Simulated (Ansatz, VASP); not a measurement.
**One calculation of Ta, two programs**

The input INCAR:

```
SYSTEM = Ta
PREC = Accurate
ENCUT = 520
EDIFF = 1E-7
ISMEAR = -1
SIGMA = 0.05
LREAL = .False.
LASPH = .True.
NELM = 80
ALGO = Normal
ISIF = 2
LWAVE = .False.
LCHARG = .True.
GGA = PS
LELF = .True.
LVHAR = .True.
NBANDS = 12
```

KPOINTS

```
Automatic mesh
0
Gamma
  14 14 14
  0 0 0
```

The input POSCAR:

```
Ta
1.0
    2.5139786374      0.0000000000      0.0000000000
    0.0000000000      2.5139786374      0.0000000000
    0.0000000000      0.0000000000      2.5139786374
Ta
1
Direct
    0.0000000000      0.0000000000      0.0000000000
```

Input for Ansatz:

```yaml
crystal:
  lattice:
    - [2.5139786374, 0.0, 0.0]
    - [0.0, 2.5139786374, 0.0]
    - [0.0, 0.0, 2.5139786374]
  atoms:
    - { symbol: Ta, position: [0.0, 0.0, 0.0] }
kpoints:
  mp_grid: { grid: [14, 14, 14] }
scf:
  occupations: { method: fermi_dirac, width: 0.05 }
hamiltonian:
  xc: pbesol
  pseudopotentials: { kind: paw }
output:
  forces: true
  stress: true
  eigenvalues: true
  populations: true
```

Change from the starting cell: volume scaled by 0.8, PAW files.

Alike in both runs: task single point; functional PBEsol; k mesh 14 × 14 × 14; occupations fermi-dirac, width 0.05 eV; no spin polarisation.

|  | VASP | Ansatz |
| --- | --- | --- |
| version | VASP 6.6.1 | Ansatz 0.2.0 |
| potentials or method | VASP PAW PBE potentials, release 64 (Ta_pv) | PAW with Ansatz's default frozen-core files, scalar-relativistic |
| plane-wave cutoff (eV) | 520 | 420 |
| valence electrons in the cell | 11 | 13 |

```csv
,VASP,Ansatz,Ansatz less VASP
pressure (GPa),53.8,52.8,-1.00
```

VASP's potentials were made for PBE, not for PBEsol. Both programs put the cell under a high pressure, so it lies far from rest at this level. VASP's potentials hold 11 valence electrons a cell and Ansatz's 13, so a difference there can come from the potentials and not from the codes.

Spin-orbit coupling is off throughout.
